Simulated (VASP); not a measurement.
# Zr3Ti (Pm-3m) in VASP: further runs

Zr3Ti is run at these levels: PBE; tasks: single point, relaxation of cell and atoms.

Everything below comes from runs of VASP 6.6.1. Logs are shortened: lines on timing, memory, paths and dates and some standing lists are left out, and cuts for length are marked.

### Step 1. The cell of the first run

The structure is cubic, space group Pm-3m (No. 221). The conventional cell has a = 4.433 Å, b = 4.433 Å, c = 4.433 Å, α = 90.00°, β = 90.00°, γ = 90.00°. Within 4.1 Å of Zr (site symmetry 4/mmm) lie 8 Zr at 3.13 Å and 4 Ti at 3.13 Å. Within 4.1 Å of Ti (site symmetry m-3m) lie 12 Zr at 3.13 Å.

### Step 2. Single point, PBE

The input, INCAR:

```
  PREC = Accurate
  ENCUT = 520
  EDIFF = 1E-6
  ISMEAR = 0
  SIGMA = 0.1
  LREAL = F
  LASPH = T
  NELM = 100
  ALGO = Fast
  ISIF = 2
  LWAVE = F
  LCHARG = F
  GGA = PE
  NBANDS = 32
```

The input, KPOINTS:

```
Automatic mesh
0
Gamma
  4 4 4
```

The input, POSCAR:

```
Zr3Ti
1.0
    4.4331357810      0.0000000000      0.0000000000
    0.0000000000      4.4331357810      0.0000000000
    0.0000000000      0.0000000000      4.4331357810
Zr Ti
3 1
Direct
    0.0000000000      0.5000000000      0.5000000000
    0.5000000000      0.0000000000      0.5000000000
    0.5000000000      0.5000000000      0.0000000000
    0.0000000000      0.0000000000      0.0000000000
```

Potentials or basis: VASP PAW PBE potentials, release 64 (Zr_sv, Ti_sv).

Started as:

```bash
cat potpaw_PBE.64/Zr_sv/POTCAR potpaw_PBE.64/Ti_sv/POTCAR > POTCAR
mpirun -np 1 vasp_std > vasp.out
```

OUTCAR:

```text
PREC = Accurate
   ENCUT = 520
   EDIFF = 1E-6
   ISMEAR = 0
   LREAL = F
   LASPH = T
   NELM = 100
   ISIF = 2
   GGA = PE

 ion  position               nearest neighbor table
   1  0.000  0.500  0.500-   2 3.13   3 3.13   4 3.13   3 3.13   4 3.13   2 3.13   4 3.13   4 3.13
                             2 3.13   3 3.13   3 3.13   2 3.13
   2  0.500  0.000  0.500-   1 3.13   3 3.13   4 3.13   3 3.13   4 3.13   1 3.13   3 3.13   3 3.13
                             1 3.13   4 3.13   4 3.13   1 3.13
   3  0.500  0.500  0.000-   1 3.13   2 3.13   4 3.13   1 3.13   2 3.13   2 3.13   4 3.13   2 3.13
                             1 3.13   4 3.13   1 3.13   4 3.13
   4  0.000  0.000  0.000-   1 3.13   2 3.13   3 3.13   1 3.13   2 3.13   1 3.13   3 3.13   1 3.13
                             2 3.13   3 3.13   2 3.13   3 3.13

  LATTYP: Found a simple cubic cell.
 ALAT       =     4.4331357810

  Lattice vectors:

 A1 = (   4.4331357810,   0.0000000000,   0.0000000000)
 A2 = (   0.0000000000,   4.4331357810,   0.0000000000)
 A3 = (   0.0000000000,   0.0000000000,   4.4331357810)

Analysis of symmetry for initial positions (statically):
=====================================================================
 Subroutine PRICEL returns:
 Original cell was already a primitive cell.

 Routine SETGRP: Setting up the symmetry group for a
 simple cubic supercell.

 Subroutine GETGRP returns: Found 48 space group operations
 (whereof 48 operations were pure point group operations)
 out of a pool of 48 trial point group operations.

The static configuration has the point symmetry O_h .

Analysis of symmetry for dynamics (positions and initial velocities):
=====================================================================
 Subroutine PRICEL returns:
 Original cell was already a primitive cell.

 Routine SETGRP: Setting up the symmetry group for a
 simple cubic supercell.

 Subroutine GETGRP returns: Found 48 space group operations
 (whereof 48 operations were pure point group operations)
 out of a pool of 48 trial point group operations.

The dynamic configuration has the point symmetry O_h .

 Subroutine INISYM returns: Found 48 space group operations
 (whereof 48 operations are pure point group operations),
 and found     1 'primitive' translations

----------------------------------------------------------------------------------------

                                     Primitive cell

  volume of cell :      87.1231

  direct lattice vectors                    reciprocal lattice vectors
     4.433135781  0.000000000  0.000000000     0.225573962  0.000000000  0.000000000
     0.000000000  4.433135781  0.000000000     0.000000000  0.225573962  0.000000000
     0.000000000  0.000000000  4.433135781     0.000000000  0.000000000  0.225573962

  length of vectors
     4.433135781  4.433135781  4.433135781     0.225573962  0.225573962  0.225573962

  position of ions in fractional coordinates (direct lattice)
     0.000000000  0.500000000  0.500000000
     0.500000000  0.000000000  0.500000000
     0.500000000  0.500000000  0.000000000
     0.000000000  0.000000000  0.000000000

  ion indices of the primitive-cell ions
   primitive index   ion index
                 1           1
                 2           2
                 3           3
                 4           4

----------------------------------------------------------------------------------------

 KPOINTS: Automatic mesh

Automatic generation of k-mesh.
 Grid dimensions read from file:
 generate k-points for:    4    4    4

 Generating k-lattice:

  Cartesian coordinates                     Fractional coordinates (reciprocal lattice)
     0.056393490  0.000000000  0.000000000     0.250000000  0.000000000  0.000000000
     0.000000000  0.056393490  0.000000000     0.000000000  0.250000000  0.000000000
     0.000000000  0.000000000  0.056393490     0.000000000  0.000000000  0.250000000

  Length of vectors
     0.056393490  0.056393490  0.056393490

  Shift w.r.t. Gamma in fractional coordinates (k-lattice)
     0.000000000  0.000000000  0.000000000

 Subroutine IBZKPT returns following result:
 ===========================================

 Found     10 irreducible k-points:

 Following reciprocal coordinates:
            Coordinates               Weight
  0.000000  0.000000  0.000000      1.000000
  0.250000  0.000000  0.000000      6.000000
  0.500000  0.000000  0.000000      3.000000
  0.250000  0.250000  0.000000     12.000000
  0.500000  0.250000  0.000000     12.000000
  0.500000  0.500000  0.000000      3.000000
  0.250000  0.250000  0.250000      8.000000
  0.500000  0.250000  0.250000     12.000000
  0.500000  0.500000  0.250000      6.000000
  0.500000  0.500000  0.500000      1.000000
   k-points           NKPTS =     10   k-points in BZ     NKDIM =     10   number of bands    NBANDS=     32
   number of dos      NEDOS =    301   number of ions     NIONS =      4
   total plane-waves  NPLWV =  46656
   dimension x,y,z NGX =    36 NGY =   36 NGZ =   36
   dimension x,y,z NGXF=    72 NGYF=   72 NGZF=   72
   ions per type =               3   1
   NGX,Y,Z   is equivalent  to a cutoff of  13.50, 13.50, 13.50 a.u.
   NGXF,Y,Z  is equivalent  to a cutoff of  27.00, 27.00, 27.00 a.u.
 SYSTEM =  unknown system
   PREC   = accura    normal or accurate (medium, high low for compatibility)
   ISTART =      0    job   : 0-new  1-cont  2-samecut
   ICHARG =      2    charge: 1-file 2-atom 10-const
   ISPIN  =      1    spin polarized calculation?
   LNONCOLLINEAR =      F non collinear calculations
   LSORBIT =      F    spin-orbit coupling
   LASPH  =      T    aspherical Exc in radial PAW
   ENCUT  =  520.0 eV  38.22 Ry    6.18 a.u.   8.24  8.24  8.24*2*pi/ulx,y,z
   NELM   =    100;   NELMIN=  2; NELMDL= -5     # of ELM steps
   EDIFF  = 0.1E-05   stopping-criterion for ELM
   LREAL  =      F    real-space projection
   EDIFFG = 0.1E-04   stopping-criterion for IOM
   NSW    =      0    number of steps for IOM
   IBRION =     -1    ionic relax: 0-MD 1-quasi-New 2-CG
   NFREE  =      0    steps in history (QN), initial steepest desc. (CG)
   ISIF   =      2    stress and relaxation
   ISYM   =      2    0-nonsym 1-usesym 2-fastsym
   POTIM  = 0.5000    time-step for ionic-motion
   TEBEG  =    0.0;   TEEND  =   0.0 temperature during run
   PSTRESS=    0.0 pullay stress
   NELECT =      48.0000    total number of electrons
   NUPDOWN=      -1.0000    fix difference up-down
   EMIN   =  10.00;   EMAX   =-10.00  energy-range for DOS
   EFERMI =   0.00;   METHOD = LEGACY
   ISMEAR =     0;   SIGMA  =   0.10  broadening in eV -4-tet -1-fermi 0-gaus
   EFERMI_NEDOS =   21; number of points for ismear=-14 and -15
   IALGO  =     68    algorithm
   IMIX   =      4    mixing-type and parameters
     AMIX     =   0.40;   BMIX     =  1.00
     AMIX_MAG =   1.60;   BMIX_MAG =  1.00
  volume/ion in A,a.u.               =      21.78       146.98
  Fermi-wavevector in a.u.,A,eV,Ry     =   1.342077  2.536158 24.506427  1.801172
  Thomas-Fermi vector in A             =   2.470260
   LORBIT       =      0    0 simple, 1 ext, 2 COOP (PROOUT), +10 PAW based schemes
   GGA     = PE    functional components
   LHFCALC =     F    Hartree Fock is set to
   AEXX    =    0.0000 exact exchange contribution
   IVDW    =     0    specifies the selected vdW correction
   LEPSILON=     F    determine dielectric tensor
   LRPA    =     F    only Hartree local field effects (RPA)
 non-spin polarized calculation
 RMM-DIIS sequential band-by-band and
 Gauss-broadening in eV      SIGMA  =   0.10
  energy-cutoff  :      520.00
  volume of cell :       87.12
 maximum number of plane-waves:      2360
 NGX is ok and might be reduce to    36
   NGX = 17   NGY = 17   NGZ = 17

 number of electron      47.9999995 magnetization

 Free energy of the ion-electron system (eV)
  ---------------------------------------------------
  ext. energy  EPLUGINS =         0.00000000
  ---------------------------------------------------
  free energy    TOTEN  =       -33.18808509 eV

  energy without entropy =      -33.15757207  energy(sigma->0) =      -33.17282858

 E-fermi :   8.7690     XC(G=0): -11.1692

 val. band max:        8.7514113175   @ k =   0.5000   0.5000   0.2500
 cond. band min:       8.7823568277   @ k =   0.2500   0.2500   0.2500
 fundamental gap:      0.0309455102
 Fermi energy:         8.7689606287

 k-point     1 :       0.0000    0.0000    0.0000
  band No.  band energies     occupation
      1     -48.1494      2.00000
      2     -39.8216      2.00000
      3     -39.6396      2.00000
      4     -39.6396      2.00000
      5     -24.3953      2.00000
      6     -24.3953      2.00000
[... 24 lines left out ...]
     31      11.6786      0.00000
     32      13.3724      0.00000

 k-point     2 :       0.2500    0.0000    0.0000
  band No.  band energies     occupation
      1     -48.1493      2.00000
      2     -39.7988      2.00000
      3     -39.6630      2.00000
      4     -39.6394      2.00000
      5     -24.3944      2.00000
      6     -24.3943      2.00000
[... 24 lines left out ...]
     31      11.5345      0.00000
     32      12.2257      0.00000

 k-point     3 :       0.5000    0.0000    0.0000
  band No.  band energies     occupation
      1     -48.1492      2.00000
      2     -39.7617      2.00000
      3     -39.7005      2.00000
      4     -39.6391      2.00000
      5     -24.3936      2.00000
      6     -24.3932      2.00000
[... 24 lines left out ...]
     31      10.8615      0.00000
     32      11.5039      0.00000

 k-point     4 :       0.2500    0.2500    0.0000
  band No.  band energies     occupation
      1     -48.1492      2.00000
      2     -39.7783      2.00000
      3     -39.6700      2.00000
      4     -39.6526      2.00000
      5     -24.3960      2.00000
      6     -24.3935      2.00000
[... 164 lines left out ...]
     31      10.2037      0.00000
     32      10.8346      0.00000

 k-point     9 :       0.5000    0.5000    0.2500
  band No.  band energies     occupation
      1     -48.1490      2.00000
      2     -39.6997      2.00000
      3     -39.6997      2.00000
      4     -39.6997      2.00000
      5     -24.3987      2.00000
      6     -24.3987      2.00000
[... 24 lines left out ...]
     31       9.9291      0.00000
     32      10.1038      0.00000

 k-point    10 :       0.5000    0.5000    0.5000
  band No.  band energies     occupation
      1     -48.1489      2.00000
      2     -39.6993      2.00000
      3     -39.6993      2.00000
      4     -39.6993      2.00000
      5     -24.4006      2.00000
      6     -24.4006      2.00000
[... 24 lines left out ...]
     31       9.6510      0.00000
     32      10.1705      0.00000

------------------------ aborting loop because EDIFF is reached ----------------------------------------

  FORCE on cell =-STRESS in cart. coord.  units (eV):
  Direction    XX          YY          ZZ          XY          YZ          ZX
  --------------------------------------------------------------------------------------
  -------------------------------------------------------------------------------------
  Total       -0.0064634     -0.0064634     -0.0064634     -0.0000000     -0.0000000      0.0000000
  in kB       -0.1188616     -0.1188616     -0.1188616     -0.0000000     -0.0000000      0.0000000
  external PRESSURE =      -0.1188616 kB  Pullay stress =       0.0000000 kB

 VOLUME and BASIS-vectors are now :
 -----------------------------------------------------------------------------
  energy-cutoff  :      520.00
  volume of cell :       87.12
      direct lattice vectors                 reciprocal lattice vectors
     4.433135781  0.000000000  0.000000000     0.225573962  0.000000000  0.000000000
     0.000000000  4.433135781  0.000000000     0.000000000  0.225573962  0.000000000
     0.000000000  0.000000000  4.433135781     0.000000000  0.000000000  0.225573962

 POSITION                                       TOTAL-FORCE (eV/Angst)
 -----------------------------------------------------------------------------------
      0.00000      2.21657      2.21657         0.000000      0.000000      0.000000
      2.21657      0.00000      2.21657         0.000000      0.000000      0.000000
      2.21657      2.21657      0.00000         0.000000      0.000000      0.000000
      0.00000      0.00000      0.00000         0.000000      0.000000      0.000000
 -----------------------------------------------------------------------------------
    total drift:                               -0.000000      0.000000      0.000000

  FREE ENERGIE OF THE ION-ELECTRON SYSTEM (eV)
  ---------------------------------------------------
  free  energy   TOTEN  =       -33.1880850875 eV

  energy  without entropy=      -33.1575720728  energy(sigma->0) =      -33.17282858
```

Wall time 3.2 min (1 thread of Oxide Virtual Turin-like, shared host); peak memory 0.17 GiB.

Results:

| Property | Result |
| --- | --- |
| Free energy | -33.1881 eV |
| Pressure | 0.0 GPa |
| Band gap on the k mesh | zero (bands 24 and 25 overlap by 1.28 eV) |

Levels at points of the mesh, in eV from the Fermi level:
```csv
k point,band 19,band 20,band 21,band 22,band 23,band 24,band 25,band 26,band 27,band 28
"(0.00, 0.00, 0.00)",-2.69,-2.69,-2.07,-2.07,-2.07,0.88,0.88,0.88,2.68,2.68
"(0.50, 0.00, 0.00)",-1.97,-1.41,-0.98,-0.71,-0.57,-0.57,-0.24,-0.24,0.95,1.37
"(0.50, 0.50, 0.00)",-2.06,-1.57,-0.76,-0.34,-0.27,-0.27,-0.21,-0.21,-0.19,-0.05
"(0.50, 0.50, 0.50)",-2.74,-2.74,0.64,0.64,0.69,0.69,0.69,0.88,0.88,0.88
```

### Step 3. Relaxation of cell and atoms, PBE

This run uses another cell than the first one, of 15.46 Å³/atom.

The input, INCAR:

```
PREC = Accurate
ENCUT = 600
EDIFF = 1E-6
ISMEAR = 0
SIGMA = 0.1
LREAL = False
LASPH = True
NELM = 100
ALGO = Fast
ISIF = 3
LWAVE = False
LCHARG = False
GGA = PE
IBRION = 2
NSW = 90
EDIFFG = -0.04
```

KPOINTS is that of step 2.

The input, POSCAR:

```
Zr3Ti
1.0
    3.9543180792      0.0000000000      0.0000000000
    0.0000000000      3.9543180792      0.0000000000
    0.0000000000      0.0000000000      3.9543180792
Zr Ti
3 1
Direct
    0.0000000000      0.5000000000      0.5000000000
    0.5000000000      0.0000000000      0.5000000000
    0.5000000000      0.5000000000      0.0000000000
    0.0000000000      0.0000000000      0.0000000000
```

Potentials or basis: VASP PAW PBE potentials, release 64 (Zr_sv, Ti_sv).

Started as:

```bash
cat potpaw_PBE.64/Zr_sv/POTCAR potpaw_PBE.64/Ti_sv/POTCAR > POTCAR
mpirun -np 1 vasp_std > vasp.out
```

Wall time 14 min (1 thread of Oxide Virtual Turin-like, shared host); peak memory 0.15 GiB.

Results (log left out):

* Free energy: -33.1747 eV
* Relaxed volume: 21.77 Å³/atom
* Relaxed cell: a = 4.432 Å, b = 4.432 Å, c = 4.432 Å, α = 90.00°, β = 90.00°, γ = 90.00°
* Space group after relaxing (to 0.1 Å): Pm-3m (No. 221)
* Pressure after relaxing: 0.1 GPa

Final structure:
```
Zr Ti
1.0
     4.43248    0.00000    0.00000
     0.00000    4.43248    0.00000
     0.00000    0.00000    4.43248
Zr Ti
3 1
Direct
  0.00000 0.50000 0.50000
  0.50000 0.00000 0.50000
  0.50000 0.50000 0.00000
  0.00000 0.00000 0.00000
```

Levels at points of the mesh, in eV from the Fermi level:
```csv
k point,band 19,band 20,band 21,band 22,band 23,band 24,band 25,band 26,band 27,band 28
"(0.00, 0.00, 0.00)",-2.70,-2.70,-2.08,-2.08,-2.08,0.88,0.88,0.88,2.68,4.32
"(0.50, 0.00, 0.00)",-1.97,-1.41,-0.98,-0.71,-0.57,-0.57,-0.24,-0.24,0.97,1.39
"(0.50, 0.50, 0.00)",-2.06,-1.57,-0.76,-0.34,-0.27,-0.27,-0.21,-0.21,-0.19,-0.05
"(0.50, 0.50, 0.50)",-2.75,-2.75,0.64,0.64,0.69,0.69,0.69,0.88,0.88,0.88
```

Caveat: the k points lie up to 0.35 Å⁻¹ apart in the final cell; the volume moved by over 15 % at a fixed basis, so the end points are rough; the highest band is partly filled, so the run has too few bands.

### Step 4. Relaxation of cell and atoms, PBE

The input, INCAR:

```
SYSTEM = Zr3Ti
ALGO = Fast
EDIFF = 1E-6
EDIFFG = -0.01
ENCUT = 600
GGA = PE
IBRION = 2
ISIF = 3
ISMEAR = 0
LASPH = .TRUE.
LCHARG = .FALSE.
LREAL = .FALSE.
LWAVE = .FALSE.
NELM = 80
NSW = 100
PREC = Accurate
SIGMA = 0.1
```

The input, KPOINTS:

```
k-points
0
G
  10 10 10
  0 0 0
```

The input, POSCAR:

```
Zr3Ti
1.0
    4.4331357810      0.0000000000      0.0000000000
    0.0000000000      4.4331357810      0.0000000000
    0.0000000000      0.0000000000      4.4331357810
Zr Ti
3 1
Direct
    0.0000000000      0.5000000000      0.5000000000
    0.5000000000      0.0000000000      0.5000000000
    0.5000000000      0.5000000000      0.0000000000
    0.0000000000      0.0000000000      0.0000000000
```

Started as:

```bash
cat potpaw_PBE.64/Zr_sv/POTCAR potpaw_PBE.64/Ti_sv/POTCAR > POTCAR
mpirun -np 1 vasp_std > vasp.out
```

It took 12 min on 1 thread of Oxide Virtual Turin-like, shared host; peak memory 0.28 GiB.

Results (log left out):

* Free energy: -33.1214 eV
* Pressure after relaxing: -0.1 GPa

Final structure:
```
Zr Ti
1.0
     4.43314    0.00000    0.00000
     0.00000    4.43314    0.00000
     0.00000    0.00000    4.43314
Zr Ti
3 1
Direct
  0.00000 0.50000 0.50000
  0.50000 0.00000 0.50000
  0.50000 0.50000 0.00000
  0.00000 0.00000 0.00000
```

Levels at points of the mesh, in eV from the Fermi level:
| k point | band 20 | band 21 | band 22 | band 23 | band 24 | band 25 | band 26 | band 27 | band 28 |
| --- | --- | --- | --- | --- | --- | --- | --- | --- | --- |
| (0.00, 0.00, 0.00) | -2.69 | -2.07 | -2.07 | -2.07 | 0.87 | 0.87 | 0.87 | 2.91 | 2.91 |
| (0.50, 0.00, 0.00) | -1.41 | -0.97 | -0.72 | -0.57 | -0.57 | -0.24 | -0.24 | 1.13 | 1.40 |
| (0.50, 0.50, 0.00) | -1.57 | -0.75 | -0.34 | -0.27 | -0.27 | -0.20 | -0.20 | -0.19 | -0.07 |
| (0.50, 0.50, 0.50) | -2.74 | 0.69 | 0.80 | 0.86 | 0.89 | 0.89 | 0.89 | 0.89 | 1.34 |

Caveat: the relaxation stopped at its first step, so nothing moved; the highest band is partly filled, so the run has too few bands.

### Step 5. Overview

```tsv
task	cell	k mesh	cutoff (eV)	pressure (GPa)
single point	a = 4.433 Å, 4 atoms	4 × 4 × 4	520	0.0
relaxation of cell and atoms	relaxed from a = 3.954 Å, 4 atoms	4 × 4 × 4	600	0.1
relaxation of cell and atoms	relaxed from a = 4.433 Å, 4 atoms	10 × 10 × 10	600	-0.1
```

Alike in all rows: level PBE; potentials or basis VASP PAW PBE potentials, release 64 (Zr_sv, Ti_sv); no spin polarisation; smearing gaussian 0.1 eV.

Caveats: some runs use coarse meshes; the highest band is partly filled, so the run has too few bands (at least some runs); the volume moved by over 15 % at a fixed basis, so the end points are rough (at least some runs); the relaxation stopped at its first step, so nothing moved (at least some runs).

Absolute energies hang on the potentials; compare differences alone.

The gap in the log of VASP goes by the Fermi energy; the results here count the filled bands.